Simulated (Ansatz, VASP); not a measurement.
AlN: VASP beside Ansatz

```
CELL_PARAMETERS angstrom
-3.10667 0.00000 0.00000
0.00000 0.00000 -4.97840
0.00000 -5.38090 0.00000
ATOMIC_POSITIONS crystal
Al 0.53219 0.99831 0.16667
Al 0.03219 0.99831 0.66667
Al 0.96781 0.49831 0.33333
Al 0.46781 0.49831 0.83333
N 0.47174 0.61669 0.16667
N 0.97174 0.61669 0.66667
N 0.02826 0.11669 0.33333
N 0.52826 0.11669 0.83333
```

Change from the starting cell: mode 5 (249.4 1/cm) frozen in, largest displacement -0.100 Å.

Alike in both runs: task single point; functional r2SCAN; k mesh 8 × 6 × 4; occupations gaussian, width 0.05 eV; no spin polarisation.

```csv
,VASP,Ansatz
version,VASP 6.6.1,Ansatz 0.2.0
potentials or method,"VASP PAW PBE potentials, release 64 (Al, N), cutoff 520 eV","scalar-relativistic, plane waves, PAW"
valence electrons in the cell,32,32
```

VASP gave:

- gap on the k mesh at the Fermi level (eV): 4.80
- least direct gap on the mesh (eV): 4.80
- pressure (GPa): -0.7
- traceless stress, the component that is largest in VASP (GPa): -0.71
- rms of the force components (eV/Å): 0.282

**Question.** Which values does Ansatz return?

**Answer.** gap on the k mesh at the Fermi level (eV): 4.76; least direct gap on the mesh (eV): 4.76; pressure (GPa): -0.2; traceless stress, the component that is largest in VASP (GPa): -0.71; rms of the force components (eV/Å): 0.280.

VASP's potentials were made for PBE, not for r2SCAN. Atom by atom the forces differ by 0.002 eV/Å (rms over components).
